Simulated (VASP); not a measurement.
# YF in VASP: a series of runs, part 2 of 2

VASP 6.6.1. The steps go on from the part before.

### Step 3. Single point, PBE

This run uses another cell than the first one, of 135.54 Å³/atom, 1.004 times its volume.

The input, INCAR:

```
ALGO = Normal
DIPOL = 0.5 0.5 0.294
EDIFF = 1E-6
ENCUT = 520
GGA = PE
IDIPOL = 3
ISIF = 2
ISMEAR = 0
LASPH = True
LCHARG = False
LDIPOL = True
LREAL = False
LWAVE = False
NBANDS = 16
NELM = 100
PREC = Accurate
SIGMA = 0.1
```

The input, KPOINTS:

```
k-points
0
Gamma
  16 16 1
```

The input, POSCAR:

```
YF
1.0
    3.3749334760      0.0000000000      0.0000000000
    0.0000000000      3.3749334760      0.0000000000
    0.0000000000      0.0000000000     23.8000000000
Y F
1 1
Direct
    0.5000000000      0.5000000000      0.2941176471
    0.0000000000      0.0000000000      0.2941176471
```

Potentials or basis: VASP PAW PBE potentials, release 64 (Y_sv, F).

On the command line:

```sh
> cat potpaw_PBE.64/Y_sv/POTCAR potpaw_PBE.64/F/POTCAR > POTCAR
> mpirun -np 1 vasp_std > vasp.out
```

OUTCAR:

```text
EDIFF = 1E-6
   ENCUT = 520
   GGA = PE
   ISIF = 2
   ISMEAR = 0
   LASPH = True
   LREAL = False
   NELM = 100
   PREC = Accurate

 ion  position               nearest neighbor table
   1  0.500  0.500  0.294-   2 2.39   2 2.39   2 2.39   2 2.39
   2  0.000  0.000  0.294-   1 2.39   1 2.39   1 2.39   1 2.39

  LATTYP: Found a simple tetragonal cell.
 ALAT       =     3.3749334760
 C/A-ratio  =     7.0519908523

  Lattice vectors:

 A1 = (   3.3749334760,   0.0000000000,   0.0000000000)
 A2 = (   0.0000000000,   3.3749334760,   0.0000000000)
 A3 = (   0.0000000000,   0.0000000000,  23.8000000000)

Analysis of symmetry for initial positions (statically):
=====================================================================
 Subroutine PRICEL returns:
 Original cell was already a primitive cell.

 Routine SETGRP: Setting up the symmetry group for a
 simple tetragonal supercell.

 Subroutine GETGRP returns: Found 16 space group operations
 (whereof  8 operations were pure point group operations)
 out of a pool of 16 trial point group operations.

The static configuration has the point symmetry C_4v.
 The point group associated with its full space group is D_4h.

Analysis of symmetry for dynamics (positions and initial velocities):
=====================================================================
 Subroutine PRICEL returns:
 Original cell was already a primitive cell.

 Routine SETGRP: Setting up the symmetry group for a
 simple tetragonal supercell.

 Subroutine GETGRP returns: Found 16 space group operations
 (whereof  8 operations were pure point group operations)
 out of a pool of 16 trial point group operations.

The dynamic configuration has the point symmetry C_4v.
 The point group associated with its full space group is D_4h.

 Subroutine INISYM returns: Found 16 space group operations
 (whereof  8 operations are pure point group operations),
 and found     1 'primitive' translations

[... 121 lines left out ...]
   AEXX    =    0.0000 exact exchange contribution
   IVDW    =     0    specifies the selected vdW correction
   LEPSILON=     F    determine dielectric tensor
   LRPA    =     F    only Hartree local field effects (RPA)
 non-spin polarized calculation
 Gauss-broadening in eV      SIGMA  =   0.10
  energy-cutoff  :      520.00
  volume of cell :      271.09
 maximum number of plane-waves:      7340
 NGX is ok and might be reduce to    28
   NGX = 13   NGY = 13   NGZ = 89

 dipolmoment           0.000000      0.000000     -0.000000 electrons x Angstroem

 number of electron      17.9999991 magnetization

 dipolmoment           0.000000      0.000000      0.000005 electrons x Angstroem

 Free energy of the ion-electron system (eV)
  ---------------------------------------------------
  ext. energy  EPLUGINS =         0.00000000
  ---------------------------------------------------
  free energy    TOTEN  =       -11.34836637 eV

  energy without entropy =      -11.33316008  energy(sigma->0) =      -11.34076323

 E-fermi :  -2.0355     XC(G=0):  -2.1481

 val. band max:       -2.0364281604   @ k =   0.5000   0.2500   0.0000
 cond. band min:      -2.0205179351   @ k =   0.4375   0.0000   0.0000
 fundamental gap:      0.0159102254
 Fermi energy:        -2.0354776644

 k-point     1 :       0.0000    0.0000    0.0000
  band No.  band energies     occupation
      1     -46.3778      2.00000
      2     -29.2860      2.00000
      3     -26.4119      2.00000
      4     -26.1663      2.00000
      5     -26.1663      2.00000
      6     -10.5844      2.00000
[... 433 lines left out ...]
      3     -26.3389      2.00000
      4     -26.1555      2.00000
      5     -25.8769      2.00000
      6     -11.6922      2.00000
[... 8 lines left out ...]
     15       2.4217      0.00000
     16       3.5274      0.00000

 [... further k-points ...]

------------------------ aborting loop because EDIFF is reached ----------------------------------------

 vacuum level on the upper side and lower side of the slab       (xc-potential included)        -0.009        -0.009

  FORCE on cell =-STRESS in cart. coord.  units (eV):
  Direction    XX          YY          ZZ          XY          YZ          ZX
  --------------------------------------------------------------------------------------
  -------------------------------------------------------------------------------------
  Total       -0.1170780     -0.1170780     -0.0444412      0.0000000      0.0000000      0.0000000
  in kB       -0.6919559     -0.6919559     -0.2626567      0.0000000      0.0000000      0.0000000
  external PRESSURE =      -0.5488562 kB  Pullay stress =       0.0000000 kB

 VOLUME and BASIS-vectors are now :
 -----------------------------------------------------------------------------
  energy-cutoff  :      520.00
  volume of cell :      271.09
      direct lattice vectors                 reciprocal lattice vectors
     3.374933476  0.000000000  0.000000000     0.296302137  0.000000000  0.000000000
     0.000000000  3.374933476  0.000000000     0.000000000  0.296302137  0.000000000
     0.000000000  0.000000000 23.800000000     0.000000000  0.000000000  0.042016807

 POSITION                                       TOTAL-FORCE (eV/Angst)
 -----------------------------------------------------------------------------------
      1.68747      1.68747      7.00000        -0.000000      0.000000      0.000000
      0.00000      0.00000      7.00000         0.000000     -0.000000     -0.000000
 -----------------------------------------------------------------------------------
    total drift:                               -0.000000      0.000000     -0.000020

  FREE ENERGIE OF THE ION-ELECTRON SYSTEM (eV)
  ---------------------------------------------------
  free  energy   TOTEN  =       -11.3483663675 eV

  energy  without entropy=      -11.3331600831  energy(sigma->0) =      -11.34076323

 vacuum level on the upper side and lower side of the slab         1.269         1.269
```

stdout:

```text
POSCAR found type information on POSCAR Y F
 POSCAR found :  2 types and       2 ions
 scaLAPACK will be used
 LDA part: xc-table for (Slater+PW92), standard interpolation
 POSCAR, INCAR and KPOINTS ok, starting setup
 FFT: planning ... GRIDC
 FFT: planning ... GRID_SOFT
 FFT: planning ... GRID
 WAVECAR not read
 entering main loop
```

Run time: 3.7 min. Hardware: 1 thread of Intel Xeon Platinum 8488C (Sapphire Rapids), shared host; peak memory 0.49 GiB.

What came out:

| Item | Value |
| --- | --- |
| Free energy | -11.3484 eV |
| Band gap on the k mesh | zero (band 9 reaches -1.71 eV, above the bottom of band 10 at -3.82 eV) |

### Step 4. Single point, PBE, collinear spin, ferromagnetic start

This run uses another cell than the first one, of 205.37 Å³/atom, 1.521 times its volume.

The input, INCAR:

```
SYSTEM = YF
PREC     = Accurate       ! precision mode
ENCUT    = 520            ! plane-wave cutoff, eV
EDIFF    = 1E-6           ! SCF threshold, eV
ISMEAR   = 0              ! smearing method
SIGMA    = 0.1            ! smearing width, eV
LREAL    = .FALSE.        ! projectors in reciprocal space
LASPH    = .TRUE.         ! aspherical terms in the spheres
NELM     = 150            ! most SCF steps
ALGO     = Normal         ! electronic algorithm
ISIF     = 2              ! what is computed and relaxed
LWAVE    = .FALSE.        ! write WAVECAR
LCHARG   = .FALSE.        ! write CHGCAR
ISPIN    = 2              ! spin polarisation
MAGMOM   = 0 1            ! initial moments
LORBIT   = 11             ! projections on sites
LMAXMIX  = 4              ! l up to which the mixer works
LDIPOL   = .TRUE.       
IDIPOL   = 3            
DIPOL    = 0.5 0.5 0.500
GGA      = PE             ! functional
NBANDS   = 20             ! bands
```

The input, KPOINTS:

```
regular mesh
0
G
  4 4 1
  0 0 0
```

The input, POSCAR:

```
YF
1.0
    5.4164490000      0.0000000000      0.0000000000
    0.0000000000      5.4164490000      0.0000000000
    0.0000000000      0.0000000000     14.0000000000
Y F
1 1
Direct
    0.5000000000      0.5000000000      0.5000000000
    0.0000000000      0.0000000000      0.5000000000
```

On the command line:

```sh
> cat potpaw_PBE.64/Y_sv/POTCAR potpaw_PBE.64/F/POTCAR > POTCAR
> mpirun -np 1 vasp_std > vasp.out
```

Wall time 2.6 min (1 thread of Intel Xeon Platinum 8488C (Sapphire Rapids), shared host); peak memory 0.59 GiB.

The run converged. Its results:

- Free energy: -7.2399 eV
- Band gap on the k mesh: zero (filled and empty bands overlap)
- Net moment: 0.00 μB per cell
- Valence electrons inside the program's atomic spheres: Y 8.81; F 5.98

Levels at points of the mesh, in eV from the Fermi level:
Spin up:
```csv
k point,band 6,band 7,band 8,band 9,band 10,band 11,band 12,band 13
"(0.00, 0.00, 0.00)",-2.10,-2.10,-1.89,-0.96,-0.23,0.75,0.75,0.76
"(0.50, 0.00, 0.00)",-2.40,-2.16,-1.88,-0.13,0.53,0.57,0.77,0.84
"(0.50, 0.50, 0.00)",-2.21,-2.21,-1.86,0.43,0.50,0.56,0.56,0.56
```
Spin down:
```csv
k point,band 6,band 7,band 8,band 9,band 10,band 11,band 12,band 13
"(0.00, 0.00, 0.00)",-2.09,-2.09,-1.88,-0.94,0.22,0.61,0.61,0.66
"(0.50, 0.00, 0.00)",-2.31,-2.13,-1.87,-0.52,0.44,0.63,0.69,1.06
"(0.50, 0.50, 0.00)",-2.17,-2.17,-1.85,-0.44,0.43,0.43,0.73,1.23
```

### Step 5. The runs side by side

```tsv
spin	cell	k mesh	gap on the mesh (eV)
off	a = 3.369, b = 3.369, c = 23.800 Å, 2 atoms	16 × 16 × 1	none
off	a = 3.375, b = 3.375, c = 23.800 Å, 2 atoms	16 × 16 × 1	none
collinear, ferromagnetic start	a = 5.416, b = 5.416, c = 14.000 Å, 2 atoms	4 × 4 × 1	none
```

Alike in all rows: task single point; level PBE; potentials or basis VASP PAW PBE potentials, release 64 (Y_sv, F); cutoff (eV) 520; smearing gaussian 0.1 eV.

Absolute energies hang on the potentials; compare differences alone.
